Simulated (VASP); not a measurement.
NaI:

```
Na I
1.0
     3.98235   -0.05818   -0.05818
    -0.05818    3.98235   -0.05818
    -0.05818   -0.05818    3.98235
Na I
1 1
Direct
  0.00000 0.00000 0.00000
  0.50000 0.50000 0.50000
```

This cell differs from its parent crystal: strain along [111] -4.3%.

Base run:

| Item | Value |
| --- | --- |
| Program | VASP 6.6.1 |
| Functional | r2SCAN |
| Potentials or basis | VASP PAW PBE potentials, release 64 (Na_pv, I) |
| Cutoff | 520 eV |
| k mesh | 6 × 6 × 6 |
| Occupations | gaussian, width 0.01 eV |
| Spin | no spin polarisation |

Its results: band gap on the k mesh 3.17 eV (least direct gap 3.29 eV); pressure 0.9 GPa.

**Question.** The run is repeated on the same cell with these changes: functional from r2SCAN to HSE06; k mesh from 6 × 6 × 6 to 4 × 4 × 4. What comes out?

**Answer.** Band gap on the k mesh 3.31 eV (least direct gap 3.61 eV); pressure 1.1 GPa.

Several settings changed at once.

Caveats: the PAW data sets were made with another functional, which shifts forces and pressure a little; spin-orbit coupling is left out, which moves the levels of the heavy elements.

A k mesh can miss the band edges.
